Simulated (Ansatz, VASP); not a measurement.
## InSe3: VASP beside Ansatz

```
In Se
1.0
     4.49022    0.00000    0.00000
     0.00000    4.49022    0.00000
     0.00000    0.00000    4.49022
In Se
1 3
Direct
  0.00000 0.00000 0.00000
  0.00000 0.50000 0.50000
  0.50000 0.00000 0.50000
  0.50000 0.50000 0.00000
```

Alike in both runs: task relaxation of cell and atoms; functional PBE; k mesh 10 × 10 × 10; occupations gaussian, width 0.1 eV; no spin polarisation.

|  | VASP | Ansatz |
| --- | --- | --- |
| version | VASP 6.6.1 | Ansatz 0.2.0 |
| potentials or method | VASP PAW PBE potentials, release 64 (In_d, Se), cutoff 600 eV | scalar-relativistic, plane waves, PAW |
| valence electrons in the cell | 31 | 61 |

|  | VASP | Ansatz | Ansatz less VASP |
| --- | --- | --- | --- |
| gap on the k mesh at the Fermi level, each at its own relaxed structure (eV) | none | none | - |
| relaxed volume (Å³/atom) | 22.68 | 22.68 | -0.003 |
| relaxed cell length with the largest relative difference (Å) | 4.493 | 4.493 | -0.0002 |

A gap of «none» marks a metal or a gap that the smearing closes. VASP's potentials hold 31 valence electrons a cell and Ansatz's 61, so a difference there can come from the potentials and not from the codes.
